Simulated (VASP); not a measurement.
The system is Cr.

```xyz
3
Lattice="3.4413 0.0000 0.0000 -1.7206 2.9802 0.0000 0.0000 0.0000 3.9042" Properties=species:S:1:pos:R:3 pbc="T T T"
Cr    0.7757    0.0000    1.3014
Cr   -0.3878    0.6717    2.6028
Cr    1.3328    2.3085    0.0000
```

* Program: VASP 6.6.1
* Task: relaxation of cell and atoms
* Functional: r2SCAN
* Potentials or basis: VASP PAW PBE potentials, release 64 (Cr_pv)
* Cutoff: 600 eV
* k mesh: 6 × 6 × 4
* Occupations: gaussian, width 0.1 eV
* Spin: no spin polarisation

At the start: pressure 24.3 GPa; volume 13.35 Å³/atom.

Q: Where does the relaxation end?

A: Over 22 steps the energy falls by 1927.7 meV/atom and the volume is 11.34 Å³/atom (-15.0 %); space group R-3m (No. 166, to 0.05 Å).

The path:
```csv
step,energy change (eV),largest force (eV/Å),pressure (GPa),volume (Å³)
1,0.0000,6.0618,24.34,40.04
2,-0.4022,0.3689,-33.58,52.91
3,-1.3601,1.4142,-18.82,45.61
4,-1.3672,1.5271,-17.46,45.27
5,-2.4818,1.1967,-5.10,38.96
6,-2.6853,0.6091,9.77,35.92
7,-3.1205,0.8929,2.81,36.52
8,-3.1975,2.1740,2.14,36.82
9,-3.4750,2.4097,-1.14,37.21
10,-4.0596,2.5972,-5.76,37.73
11,-4.4406,2.5815,-5.46,37.05
12,-5.3819,1.9451,-1.55,34.96
13,-4.4423,2.0027,48.82,30.49
14,-5.6581,1.2118,3.56,33.82
15,-5.6922,0.6602,8.51,33.14
16,-5.7551,0.0320,-3.92,34.56
17,-5.7565,0.1072,-2.40,34.37
18,-5.7762,0.0247,-0.32,34.09
19,-5.7807,0.1237,1.26,33.88
20,-5.7826,0.0791,-0.65,34.10
21,-5.7827,0.0859,-0.35,34.07
22,-5.7832,0.0350,0.07,34.02
```

Final structure:
```yaml
crystal:
  lattice:
    - [3.95800, 0.00000, 0.00000]
    - [-1.97900, 3.42773, 0.00000]
    - [0.00000, 0.00000, 2.50736]
  atoms:
    - { symbol: Cr, position: [0.33285, 0.00000, 0.33333] }
    - { symbol: Cr, position: [0.00000, 0.33285, 0.66667] }
    - { symbol: Cr, position: [0.66715, 0.66715, 0.00000] }
```

Caveat: the k points lie up to 0.63 Å⁻¹ apart in the final cell; the volume moved by over 15 % at a fixed basis, so the end points are rough; the PAW data sets were made with another functional, which shifts forces and pressure a little; the run has no spin polarisation, though such a crystal can be magnetic.
